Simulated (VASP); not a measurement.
# In3Se (Pm-3m) in VASP: notebook, part 2 of 2

VASP 6.6.1. The steps go on from the part before.

## (4) Single point, PBE

File INCAR:

```
SYSTEM = In3Se
PREC = Accurate ; ENCUT = 520
EDIFF = 1E-7 ; ISMEAR = -1
SIGMA = 0.05 ; LREAL = .FALSE.
LASPH = .TRUE. ; NELM = 80
ALGO = Normal ; ISIF = 2
LWAVE = .FALSE. ; LCHARG = .TRUE.
GGA = PE ; LELF = .TRUE.
LVHAR = .TRUE. ; NBANDS = 30
```

File KPOINTS:

```
Automatic mesh
0
G
  6 6 6
  0 0 0
```

File POSCAR:

```
In3Se
1.0
    4.8037580000      0.0000000000      0.0000000000
    0.0000000000      4.8037580000      0.0000000000
    0.0000000000      0.0000000000      4.8037580000
In Se
3 1
Direct
    0.5000000000      0.5000000000      0.0000000000
    0.5000000000      0.0000000000      0.5000000000
    0.0000000000      0.5000000000      0.5000000000
    0.0000000000      0.0000000000      0.0000000000
```

Potentials or basis: VASP PAW PBE potentials, release 64 (In_d, Se).

Run with:

```
$ cat potpaw_PBE.64/In_d/POTCAR potpaw_PBE.64/Se/POTCAR > POTCAR
$ mpirun -np 1 vasp_std > vasp.out
```

OUTCAR:

```text
SYSTEM = In3Se
   PREC = Accurate
   ENCUT = 520
   EDIFF = 1E-7
   ISMEAR = -1
   LREAL = .FALSE.
   LASPH = .TRUE.
   NELM = 80
   ISIF = 2
   GGA = PE

 ion  position               nearest neighbor table
   1  0.500  0.500  0.000-   2 3.40   3 3.40   4 3.40   2 3.40   3 3.40   2 3.40   4 3.40   2 3.40
                             3 3.40   4 3.40   3 3.40   4 3.40
   2  0.500  0.000  0.500-   1 3.40   3 3.40   4 3.40   1 3.40   4 3.40   1 3.40   3 3.40   1 3.40
                             3 3.40   4 3.40   4 3.40   3 3.40
[... 857 lines left out ...]
  Direction    XX          YY          ZZ          XY          YZ          ZX
  --------------------------------------------------------------------------------------
  -------------------------------------------------------------------------------------
  Total       -0.2060519     -0.2060519     -0.2060519      0.0000000      0.0000000     -0.0000000
  in kB       -2.9781311     -2.9781311     -2.9781311      0.0000000      0.0000000     -0.0000000
  external PRESSURE =      -2.9781311 kB  Pullay stress =       0.0000000 kB

 VOLUME and BASIS-vectors are now :
 -----------------------------------------------------------------------------
  energy-cutoff  :      520.00
  volume of cell :      110.85
      direct lattice vectors                 reciprocal lattice vectors
     4.803758000  0.000000000  0.000000000     0.208170353  0.000000000  0.000000000
     0.000000000  4.803758000  0.000000000     0.000000000  0.208170353  0.000000000
     0.000000000  0.000000000  4.803758000     0.000000000  0.000000000  0.208170353

 POSITION                                       TOTAL-FORCE (eV/Angst)
 -----------------------------------------------------------------------------------
      2.40188      2.40188      0.00000         0.000000      0.000000      0.000000
      2.40188      0.00000      2.40188         0.000000      0.000000      0.000000
      0.00000      2.40188      2.40188         0.000000      0.000000      0.000000
      0.00000      0.00000      0.00000         0.000000      0.000000      0.000000
 -----------------------------------------------------------------------------------
    total drift:                                0.000000      0.000000      0.000000

  FREE ENERGIE OF THE ION-ELECTRON SYSTEM (eV)
  ---------------------------------------------------
  free  energy   TOTEN  =       -11.6878307108 eV

  energy  without entropy=      -11.6752731114  energy(sigma->0) =      -11.68155191
```

Wall time 57 s (1 thread of AMD EPYC 7R43 (Zen 3), shared host); peak memory 0.19 GiB.

What came out:

```yaml
Free_energy: -11.6878 eV
Pressure: -0.3 GPa
```

Caveat: spin-orbit coupling is left out, which moves the levels of the heavy elements.

## (5) Single point, PBEsol+D3(BJ)

This run uses another cell than the first one, of 24.22 Å³/atom, 0.874 times its volume.

File INCAR:

```
PREC     = Accurate       # precision mode
ENCUT    = 520            # plane-wave cutoff, eV
EDIFF    = 1E-6           # SCF threshold, eV
ISMEAR   = -1             # smearing method
SIGMA    = 0.05           # smearing width, eV
LREAL    = F              # projectors in reciprocal space
LASPH    = T              # aspherical terms in the spheres
NELM     = 80             # most SCF steps
ALGO     = Normal         # electronic algorithm
ISIF     = 2              # what is computed and relaxed
LWAVE    = F              # write WAVECAR
LCHARG   = T              # write CHGCAR
GGA      = PS             # functional
IVDW     = 12             # dispersion correction
LELF     = T              # ELF
LVHAR    = T            
NBANDS   = 30             # bands
```

File KPOINTS:

```
Automatic mesh
0
Gamma
  6 6 6
```

File POSCAR:

```
In3Se
1.0
    4.5926827578      0.0000000000      0.0000000000
    0.0000000000      4.5926827578      0.0000000000
    0.0000000000      0.0000000000      4.5926827578
In Se
3 1
Direct
    0.5000000000      0.5000000000      0.0000000000
    0.5000000000      0.0000000000      0.5000000000
    0.0000000000      0.5000000000      0.5000000000
    0.0000000000      0.0000000000      0.0000000000
```

Run with:

```
$ cat potpaw_PBE.64/In_d/POTCAR potpaw_PBE.64/Se/POTCAR > POTCAR
$ mpirun -np 1 vasp_std > vasp.out
```

It took 55 s on 1 thread of Intel Xeon Platinum 8259CL at 2.50GHz (Skylake/Cascade Lake), shared host; peak memory 0.23 GiB.

Results (log left out):

| Quantity | Value |
| --- | --- |
| Free energy | -14.6817 eV |
| Pressure | 0.0 GPa |
| Dispersion energy per atom | -0.369 eV |

Levels at points of the mesh, in eV from the Fermi level:
```tsv
k point	band 20	band 21	band 22	band 23	band 24	band 25	band 26	band 27
(0.00, 0.00, 0.00)	-3.86	-2.04	-2.04	1.20	1.20	1.20	4.47	4.47
(0.50, 0.00, 0.00)	-2.87	-1.26	-1.16	-0.33	-0.33	1.15	4.14	4.14
(0.50, 0.50, 0.00)	-2.26	-1.09	-0.52	-0.52	1.68	1.70	1.70	1.99
(0.50, 0.50, 0.50)	-4.47	-4.47	-4.47	-3.76	3.44	3.44	3.44	8.79
```

Caveat: the PAW data sets were made with another functional, which shifts forces and pressure a little; spin-orbit coupling is left out, which moves the levels of the heavy elements; pairwise dispersion overbinds metals, which lowers pressure and volume.

## (6) Summary

```tsv
level	potentials or basis	cell	gap on the mesh (eV)	pressure (GPa)
PBEsol	VASP PAW PBE potentials, release 64 (In_d, Se)	a = 4.804 Å, 4 atoms	none	-3.0
LDA	VASP PAW LDA potentials, release 64 (In_d, Se)	a = 4.804 Å, 4 atoms	none	-4.3
PBE	VASP PAW PBE potentials, release 64 (In_d, Se)	a = 4.804 Å, 4 atoms	none	-0.3
PBEsol+D3(BJ)	VASP PAW PBE potentials, release 64 (In_d, Se)	a = 4.593 Å, 4 atoms	none	0.0
```

Alike in all rows: task single point; no spin polarisation; k mesh 6 × 6 × 6; cutoff (eV) 520; smearing fermi-dirac 0.05 eV.

Caveats: spin-orbit coupling is left out, which moves the levels of the heavy elements; the PAW data sets were made with another functional, which shifts forces and pressure a little (some runs); pairwise dispersion overbinds metals, which lowers pressure and volume (some runs).

Total energies depend on the potentials used, so only differences within one code and one set of settings carry meaning.
